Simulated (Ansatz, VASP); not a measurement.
**ZnS: VASP beside Ansatz**

File INCAR:

```
SYSTEM = ZnS
PREC = Accurate ; ENCUT = 600
EDIFF = 1E-6 ; ISMEAR = -1
SIGMA = 0.05 ; LREAL = .False.
LASPH = .True. ; NELM = 60
ALGO = Normal ; ISIF = 3
LWAVE = .False. ; LCHARG = .False.
GGA = B5 ; ALDAX = 1.0
AGGAX = 1.0 ; AGGAC = 1.0
ALDAC = 0.0 ; IBRION = 2
NSW = 80 ; EDIFFG = -0.01
```

The input KPOINTS:

```
regular mesh
0
Gamma
  9 9 9
  0 0 0
```

Contents of POSCAR:

```
ZnS
1.0
    0.0000000000      2.7020000000      2.7020000000
    2.7020000000      0.0000000000      2.7020000000
    2.7020000000      2.7020000000      0.0000000000
Zn S
1 1
Direct
    0.7500000000      0.7500000000      0.7500000000
    0.0000000000      0.0000000000      0.0000000000
```

File input.yaml:

```yaml
crystal:
  lattice:
    - [0.0, 2.702, 2.702]
    - [2.702, 0.0, 2.702]
    - [2.702, 2.702, 0.0]
  atoms:
    - { symbol: Zn, position: [0.75, 0.75, 0.75] }
    - { symbol: S, position: [0.0, 0.0, 0.0] }
kpoints:
  mp_grid: { grid: [9, 9, 9] }
scf:
  occupations: { method: fermi_dirac, width: 0.05 }
hamiltonian:
  xc: blyp
  pseudopotentials: { kind: all_electron, lapw: { basis_error: 0.001 } }
output:
  forces: true
  stress: true
relax:
  f_tol: 0.01
  max_steps: 60
  cell: {}
```

Alike in both runs: task relaxation of cell and atoms; functional BLYP; k mesh 9 × 9 × 9; occupations fermi-dirac, width 0.05 eV; no spin polarisation.

|  | VASP | Ansatz |
| --- | --- | --- |
| version | VASP 6.6.1 | Ansatz 0.2.0 |
| potentials or method | VASP PAW PBE potentials, release 64 (Zn, S), cutoff 600 eV | all-electron LAPW, scalar-relativistic |

```csv
,VASP,Ansatz,Ansatz less VASP
relaxed volume (Å³/atom),21.31,21.28,-0.026
relaxed cell length with the largest relative difference (Å),3.921,3.919,-0.0016
```

VASP's potentials were made for PBE, not for BLYP. Ansatz ran all-electron here, and VASP with PAW potentials.
